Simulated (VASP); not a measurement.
# SiC (P-6m2) in VASP: notebook

Runs on SiC. Level: PBE. Tasks: single point, relaxation of cell and atoms.

All numbers are computed with VASP 6.6.1; they aren't measurements. Logs are shortened: lines on timing, memory, paths and dates and some standing lists are left out, and cuts for length are marked.

**1. The cell of the first run**

Symmetry: P-6m2, No. 187, hexagonal system. Conventional cell: a = 2.865 Å, b = 2.865 Å, c = 2.559 Å, α = 90.00°, β = 90.00°, γ = 120.00°. Si (site symmetry -6m2) has 6 C at 2.09 Å and 2 Si at 2.56 Å within 2.8 Å. C (site symmetry -6m2) has 6 Si at 2.09 Å and 2 C at 2.56 Å within 2.8 Å.

**2. Single point, PBE, collinear spin, ferromagnetic start**

File INCAR:

```
  PREC = Accurate
  ENCUT = 520
  EDIFF = 1E-6
  ISMEAR = 0
  SIGMA = 0.1
  LREAL = F
  LASPH = T
  NELM = 150
  ALGO = Normal
  ISIF = 2
  LWAVE = F
  LCHARG = F
  ISPIN = 2
  MAGMOM = 0 1
  LORBIT = 11
  GGA = PE
  NBANDS = 15
```

File KPOINTS:

```
regular mesh
0
Gamma
  6 6 6
```

File POSCAR:

```
SiC
1.0
    2.8653240007      0.0000000000      0.0000000000
   -1.4326620004      2.4814433747      0.0000000000
    0.0000000000      0.0000000000      2.5586924219
Si C
1 1
Direct
    0.0000000000      0.0000000000      0.0000000000
    0.6666666667      0.3333333333      0.5000000000
```

Potentials or basis: VASP PAW PBE potentials, release 64 (Si, C).

Command:

```console
cat potpaw_PBE.64/Si/POTCAR potpaw_PBE.64/C/POTCAR > POTCAR
mpirun -np 1 vasp_std > vasp.out
```

OUTCAR:

```text
PREC = Accurate
   ENCUT = 520
   EDIFF = 1E-6
   ISMEAR = 0
   LREAL = F
   LASPH = T
   NELM = 150
   ISIF = 2
   ISPIN = 2
   LORBIT = 11
   GGA = PE

 ion  position               nearest neighbor table
   1  0.000  0.000  0.000-   2 2.09   2 2.09   2 2.09   2 2.09   2 2.09   2 2.09
   2  0.667  0.333  0.500-   1 2.09   1 2.09   1 2.09   1 2.09   1 2.09   1 2.09

  LATTYP: Found a hexagonal cell.
 ALAT       =     2.8653240007
 C/A-ratio  =     0.8929853731

  Lattice vectors:

 A1 = (   2.8653240007,   0.0000000000,   0.0000000000)
 A2 = (  -1.4326620004,   2.4814433747,   0.0000000000)
 A3 = (   0.0000000000,   0.0000000000,   2.5586924219)

Analysis of symmetry for initial positions (statically):
=====================================================================
 Subroutine PRICEL returns:
 Original cell was already a primitive cell.

 Routine SETGRP: Setting up the symmetry group for a
 hexagonal supercell.

 Subroutine GETGRP returns: Found 12 space group operations
 (whereof 12 operations were pure point group operations)
 out of a pool of 24 trial point group operations.

The static configuration has the point symmetry D_3h.

Analysis of symmetry for dynamics (positions and initial velocities):
=====================================================================
 Subroutine PRICEL returns:
 Original cell was already a primitive cell.

 Routine SETGRP: Setting up the symmetry group for a
 hexagonal supercell.

 Subroutine GETGRP returns: Found 12 space group operations
 (whereof 12 operations were pure point group operations)
 out of a pool of 24 trial point group operations.

The dynamic configuration has the point symmetry D_3h.

Analysis of structural, dynamic, and magnetic symmetry:
=====================================================================
 Subroutine PRICEL returns:
 Original cell was already a primitive cell.

 Routine SETGRP: Setting up the symmetry group for a
 hexagonal supercell.

 Subroutine GETGRP returns: Found 12 space group operations
 (whereof 12 operations were pure point group operations)
 out of a pool of 24 trial point group operations.

The overall configuration has the point symmetry D_3h.

 Subroutine INISYM returns: Found 12 space group operations
 (whereof 12 operations are pure point group operations),
 and found     1 'primitive' translations

----------------------------------------------------------------------------------------

                                     Primitive cell

  volume of cell :      18.1927

  direct lattice vectors                    reciprocal lattice vectors
     2.865324001  0.000000000  0.000000000     0.349000671  0.201495632  0.000000000
    -1.432662000  2.481443375  0.000000000     0.000000000  0.402991263  0.000000000
     0.000000000  0.000000000  2.558692422     0.000000000  0.000000000  0.390824623

  length of vectors
     2.865324001  2.865324001  2.558692422     0.402991263  0.402991263  0.390824623

  position of ions in fractional coordinates (direct lattice)
     0.000000000  0.000000000  0.000000000
     0.666666667  0.333333333  0.500000000

  ion indices of the primitive-cell ions
   primitive index   ion index
                 1           1
                 2           2

----------------------------------------------------------------------------------------

 KPOINTS: regular mesh

Automatic generation of k-mesh.
 Grid dimensions read from file:
 generate k-points for:    6    6    6

 Generating k-lattice:

  Cartesian coordinates                     Fractional coordinates (reciprocal lattice)
     0.058166779  0.033582605  0.000000000     0.166666667  0.000000000  0.000000000
     0.000000000  0.067165211  0.000000000     0.000000000  0.166666667  0.000000000
     0.000000000  0.000000000  0.065137437     0.000000000  0.000000000  0.166666667

  Length of vectors
     0.067165211  0.067165211  0.065137437

  Shift w.r.t. Gamma in fractional coordinates (k-lattice)
     0.000000000  0.000000000  0.000000000

 Subroutine IBZKPT returns following result:
 ===========================================

 Found     28 irreducible k-points:

 Following reciprocal coordinates:
            Coordinates               Weight
  0.000000  0.000000  0.000000      1.000000
  0.166667  0.000000  0.000000      6.000000
  0.333333  0.000000  0.000000      6.000000
  0.500000  0.000000  0.000000      3.000000
  0.166667  0.166667  0.000000      6.000000
  0.333333  0.166667  0.000000     12.000000
[... 16 lines left out ...]
  0.166667  0.000000  0.500000      6.000000
  0.333333  0.000000  0.500000      6.000000
 [... further k-points ...]
   k-points           NKPTS =     28   k-points in BZ     NKDIM =     28   number of bands    NBANDS=     15
   number of dos      NEDOS =    301   number of ions     NIONS =      2
   total plane-waves  NPLWV =  11520
   dimension x,y,z NGX =    24 NGY =   24 NGZ =   20
   dimension x,y,z NGXF=    48 NGYF=   48 NGZF=   40
   ions per type =               1   1
   NGX,Y,Z   is equivalent  to a cutoff of  13.92, 13.92, 12.99 a.u.
   NGXF,Y,Z  is equivalent  to a cutoff of  27.85, 27.85, 25.99 a.u.
 SYSTEM =  unknown system
   PREC   = accura    normal or accurate (medium, high low for compatibility)
   ISTART =      0    job   : 0-new  1-cont  2-samecut
   ICHARG =      2    charge: 1-file 2-atom 10-const
   ISPIN  =      2    spin polarized calculation?
   LNONCOLLINEAR =      F non collinear calculations
   LSORBIT =      F    spin-orbit coupling
   LASPH  =      T    aspherical Exc in radial PAW
   ENCUT  =  520.0 eV  38.22 Ry    6.18 a.u.   5.33  5.33  4.76*2*pi/ulx,y,z
   NELM   =    150;   NELMIN=  2; NELMDL= -5     # of ELM steps
   EDIFF  = 0.1E-05   stopping-criterion for ELM
   LREAL  =      F    real-space projection
   EDIFFG = 0.1E-04   stopping-criterion for IOM
   NSW    =      0    number of steps for IOM
   IBRION =     -1    ionic relax: 0-MD 1-quasi-New 2-CG
   NFREE  =      0    steps in history (QN), initial steepest desc. (CG)
   ISIF   =      2    stress and relaxation
   ISYM   =      2    0-nonsym 1-usesym 2-fastsym
   POTIM  = 0.5000    time-step for ionic-motion
   TEBEG  =    0.0;   TEEND  =   0.0 temperature during run
   PSTRESS=    0.0 pullay stress
   NELECT =       8.0000    total number of electrons
   NUPDOWN=      -1.0000    fix difference up-down
   EMIN   =  10.00;   EMAX   =-10.00  energy-range for DOS
   EFERMI =   0.00;   METHOD = LEGACY
   ISMEAR =     0;   SIGMA  =   0.10  broadening in eV -4-tet -1-fermi 0-gaus
   EFERMI_NEDOS =   21; number of points for ismear=-14 and -15
   IALGO  =     38    algorithm
   IMIX   =      4    mixing-type and parameters
     AMIX     =   0.40;   BMIX     =  1.00
     AMIX_MAG =   1.60;   BMIX_MAG =  1.00
  volume/ion in A,a.u.               =       9.10        61.39
  Fermi-wavevector in a.u.,A,eV,Ry     =   1.244914  2.352547 21.086465  1.549811
  Thomas-Fermi vector in A             =   2.379160
   LORBIT       =     11    0 simple, 1 ext, 2 COOP (PROOUT), +10 PAW based schemes
   GGA     = PE    functional components
   LHFCALC =     F    Hartree Fock is set to
   AEXX    =    0.0000 exact exchange contribution
   IVDW    =     0    specifies the selected vdW correction
   LEPSILON=     F    determine dielectric tensor
   LRPA    =     F    only Hartree local field effects (RPA)
 spin polarized calculation
 Gauss-broadening in eV      SIGMA  =   0.10
  energy-cutoff  :      520.00
  volume of cell :       18.19
 maximum number of plane-waves:       514
 NGX is ok and might be reduce to    24
   NGX = 11   NGY = 11   NGZ =  9

 number of electron       8.0000000 magnetization       0.0004980

 number of electron       8.0000000 magnetization      -0.0001520

 Free energy of the ion-electron system (eV)
  ---------------------------------------------------
  ext. energy  EPLUGINS =         0.00000000
  ---------------------------------------------------
  free energy    TOTEN  =       -12.43658528 eV

  energy without entropy =      -12.43027606  energy(sigma->0) =      -12.43343067

 E-fermi :  11.0567     XC(G=0): -12.2732

 val. band max:       10.8817788265   @ k =   0.1667   0.0000   0.3333
 cond. band min:      11.0709182237   @ k =   0.3333   0.1667   0.3333
 fundamental gap:      0.1891393972
 Fermi energy:        11.0566714120

 spin component 1

 k-point     1 :       0.0000    0.0000    0.0000
  band No.  band energies     occupation
      1      -6.5641      1.00000
      2      10.1555      1.00000
      3      10.1555      1.00000
      4      10.4279      1.00000
      5      15.0549      0.00000
      6      16.7033      0.00000
      7      17.5738      0.00000
      8      17.5738      0.00000
      9      24.6680      0.00000
     10      26.5700      0.00000
     11      29.8725      0.00000
     12      29.8725      0.00000
     13      32.3828      0.00000
     14      32.3828      0.00000
     15      40.4220      0.00000

 k-point     2 :       0.1667    0.0000    0.0000
  band No.  band energies     occupation
      1      -5.9816      1.00000
      2       7.2717      1.00000
      3       9.3156      1.00000
      4      10.8028      0.99983
      5      14.7936      0.00000
      6      16.6437      0.00000
      7      19.2953      0.00000
      8      19.7094      0.00000
      9      24.8873      0.00000
     10      26.3651      0.00000
     11      29.6969      0.00000
     12      30.3500      0.00000
     13      31.4561      0.00000
     14      32.1213      0.00000
     15      39.3420      0.00000
[... 365 lines left out ...]
      3      10.1243      1.00000
      4      11.7069      0.00000
      5      14.6151      0.00000
      6      18.1200      0.00000
      7      19.2549      0.00000
      8      19.3966      0.00000
      9      23.5512      0.00000
     10      25.3804      0.00000
     11      25.4505      0.00000
     12      25.8853      0.00000
     13      32.1811      0.00000
     14      32.7762      0.00000
     15      38.0304      0.00000

 k-point    24 :       0.3333    0.0000    0.5000
  band No.  band energies     occupation
      1      -0.1527      1.00000
      2       1.5276      1.00000
      3       6.4617      1.00000
      4       9.8882      1.00000
      5      10.7744      0.99997
      6      16.5411      0.00000
      7      18.0694      0.00000
      8      18.2762      0.00000
      9      26.0354      0.00000
     10      29.1930      0.00000
     11      29.3984      0.00000
     12      30.1724      0.00000
     13      36.2610      0.00000
     14      37.8331      0.00000
     15      42.2813      0.00000

 [... further k-points ...]

 spin component 2

 k-point     1 :       0.0000    0.0000    0.0000
  band No.  band energies     occupation
      1      -6.5642      1.00000
      2      10.1554      1.00000
      3      10.1554      1.00000
      4      10.4278      1.00000
      5      15.0547      0.00000
      6      16.7033      0.00000
      7      17.5736      0.00000
      8      17.5736      0.00000
      9      24.6678      0.00000
     10      26.5699      0.00000
     11      29.8724      0.00000
     12      29.8724      0.00000
     13      32.3826      0.00000
     14      32.3826      0.00000
     15      40.4219      0.00000

 k-point     2 :       0.1667    0.0000    0.0000
  band No.  band energies     occupation
      1      -5.9816      1.00000
      2       7.2717      1.00000
      3       9.3155      1.00000
      4      10.8027      0.99984
      5      14.7934      0.00000
      6      16.6436      0.00000
      7      19.2951      0.00000
      8      19.7093      0.00000
      9      24.8872      0.00000
     10      26.3650      0.00000
     11      29.6968      0.00000
     12      30.3498      0.00000
     13      31.4559      0.00000
     14      32.1210      0.00000
     15      39.3419      0.00000
[... 365 lines left out ...]
      3      10.1243      1.00000
      4      11.7069      0.00000
      5      14.6150      0.00000
      6      18.1198      0.00000
      7      19.2548      0.00000
      8      19.3964      0.00000
      9      23.5510      0.00000
     10      25.3803      0.00000
     11      25.4503      0.00000
     12      25.8851      0.00000
     13      32.1809      0.00000
     14      32.7760      0.00000
     15      38.0304      0.00000

 k-point    24 :       0.3333    0.0000    0.5000
  band No.  band energies     occupation
      1      -0.1528      1.00000
      2       1.5274      1.00000
      3       6.4616      1.00000
      4       9.8880      1.00000
      5      10.7744      0.99997
      6      16.5409      0.00000
      7      18.0691      0.00000
      8      18.2761      0.00000
      9      26.0352      0.00000
     10      29.1928      0.00000
     11      29.3983      0.00000
     12      30.1721      0.00000
     13      36.2609      0.00000
     14      37.8329      0.00000
     15      42.2811      0.00000

 [... further k-points ...]
[... 5 lines left out ...]
  --------------------------------------------------------------------------------------
  -------------------------------------------------------------------------------------
  Total       -0.0135865     -0.0135865     -0.0096038      0.0000000      0.0000000      0.0000000
  in kB       -1.1965298     -1.1965298     -0.8457766      0.0000000      0.0000000      0.0000000
  external PRESSURE =      -1.0796121 kB  Pullay stress =       0.0000000 kB

 VOLUME and BASIS-vectors are now :
 -----------------------------------------------------------------------------
  energy-cutoff  :      520.00
  volume of cell :       18.19
      direct lattice vectors                 reciprocal lattice vectors
     2.865324001  0.000000000  0.000000000     0.349000671  0.201495632  0.000000000
    -1.432662000  2.481443375  0.000000000     0.000000000  0.402991263  0.000000000
     0.000000000  0.000000000  2.558692422     0.000000000  0.000000000  0.390824623

 POSITION                                       TOTAL-FORCE (eV/Angst)
 -----------------------------------------------------------------------------------
      0.00000      0.00000      0.00000         0.000000      0.000000      0.000000
      1.43266      0.82715      1.27935        -0.000000      0.000000      0.000000
 -----------------------------------------------------------------------------------
    total drift:                               -0.000000      0.000000      0.000000

  FREE ENERGIE OF THE ION-ELECTRON SYSTEM (eV)
  ---------------------------------------------------
  free  energy   TOTEN  =       -12.4365852844 eV

  energy  without entropy=      -12.4302760569  energy(sigma->0) =      -12.43343067

 total charge

# of ion       s       p       d       tot
------------------------------------------
    1        0.704   0.794   0.000   1.498
    2        0.889   1.517   0.000   2.406
--------------------------------------------------
tot          1.593   2.311   0.000   3.904

 magnetization (x)

# of ion       s       p       d       tot
------------------------------------------
    1       -0.000  -0.000   0.000  -0.000
    2       -0.000  -0.000   0.000  -0.000
--------------------------------------------------
tot         -0.000  -0.000   0.000  -0.000
```

It took 23 s on 1 thread of Intel Xeon 6975P-C, shared host; peak memory 0.14 GiB.

Results:

```
Free energy                                           : -12.4366 eV
Pressure                                              : -0.1 GPa
Band gap on the k mesh                                : zero (filled and empty bands overlap)
Net moment                                            : 0.00 μB per cell
Valence electrons inside the program's atomic spheres : Si 1.50; C 2.41
```

Caveat: the k points lie up to 0.42 Å⁻¹ apart.

**3. Relaxation of cell and atoms, PBE**

This run uses another cell than the first one, of 11.34 Å³/atom, 1.246 times its volume.

File INCAR:

```
ALGO     = Normal         # electronic algorithm
EDIFF    = 1E-6           # SCF threshold, eV
EDIFFG   = -0.04          # ionic threshold
ENCUT    = 600            # plane-wave cutoff, eV
GGA      = PE             # functional
IBRION   = 2              # ionic algorithm
ISIF     = 3              # what is computed and relaxed
ISMEAR   = 0              # smearing method
LASPH    = True           # aspherical terms in the spheres
LCHARG   = False          # write CHGCAR
LREAL    = False          # projectors in reciprocal space
LWAVE    = False          # write WAVECAR
NELM     = 80             # most SCF steps
NSW      = 90             # ionic steps
PREC     = Accurate       # precision mode
SIGMA    = 0.1            # smearing width, eV
```

File KPOINTS:

```
k-points
0
Gamma
  6 6 6
```

File POSCAR:

```
SiC
1.0
    2.9942280100      0.0000000000      0.0000000000
   -1.4971140000      2.5930775200      0.0000000000
    0.0000000000      0.0000000000      2.9204160900
Si C
1 1
Direct
    0.0000000000      0.0000000000      0.0000000000
    0.6666666700      0.3333333300      0.5000000000
```

Potentials or basis: VASP PAW PBE potentials, release 64 (Si, C).

Command:

```console
cat potpaw_PBE.64/Si/POTCAR potpaw_PBE.64/C/POTCAR > POTCAR
mpirun -np 1 vasp_std > vasp.out
```

Wall time 38 s (1 thread of Intel Xeon 6975P-C, shared host); peak memory 0.14 GiB.

It converged, with:

```
Free energy                            : -12.4418 eV
Relaxed volume                         : 9.10 Å³/atom
Relaxed cell                           : a = 2.865 Å, b = 2.865 Å, c = 2.559 Å, α = 90.00°, β = 90.00°, γ = 120.00°
Space group after relaxing (to 0.05 Å) : P-6m2 (No. 187)
Energy gained by relaxing              : 268.6 meV/atom
Ionic steps                            : 8
Pressure after relaxing                : -0.3 GPa
Band gap on the k mesh                 : zero (band 4 reaches 12.62 eV, above the bottom of band 5 at 8.81 eV)
```

Stress tensor (GPa, compression positive):
```
-0.15  0.00  0.00
 0.00 -0.15  0.00
 0.00  0.00 -0.54
```

The path:
| step | energy change (eV) | largest force (eV/Å) | pressure (GPa) | volume (Å³) |
| --- | --- | --- | --- | --- |
| 1 | 0.0000 | 0.0000 | -27.16 | 22.67 |
| 2 | -0.4274 | 0.0000 | 19.48 | 16.86 |
| 3 | -0.5328 | 0.0000 | -2.71 | 18.43 |
| 4 | -0.5368 | 0.0000 | -0.49 | 18.20 |
| 5 | -0.5371 | 0.0000 | 0.63 | 18.11 |
| 6 | -0.5370 | 0.0000 | 0.23 | 18.15 |
| 7 | -0.5372 | 0.0000 | 0.45 | 18.13 |
| 8 | -0.5373 | 0.0000 | -0.28 | 18.19 |

Final structure:
```
Si C
1.0
     2.86477    0.00000    0.00000
    -1.43238    2.48096    0.00000
     0.00000    0.00000    2.55939
Si C
1 1
Direct
  0.00000 0.00000 0.00000
  0.66667 0.33333 0.50000
```

Levels at points of the mesh, in eV from the Fermi level:
```csv
k point,band 1,band 2,band 3,band 4,band 5,band 6,band 7,band 8
"(0.00, 0.00, 0.00)",-17.62,-0.89,-0.89,-0.64,4.00,5.65,6.53,6.53
"(0.50, 0.00, 0.00)",-13.48,-10.93,-3.36,1.27,1.66,9.00,9.65,10.03
"(0.00, 0.00, 0.50)",-13.25,-11.78,1.24,1.24,7.80,7.80,8.80,8.80
"(0.50, 0.00, 0.50)",-9.59,-7.96,-7.04,-3.80,-0.67,4.95,6.49,6.72
```

Caveat: the k points lie up to 0.42 Å⁻¹ apart in the final cell; the volume moved by over 15 % at a fixed basis, so the end points are rough.
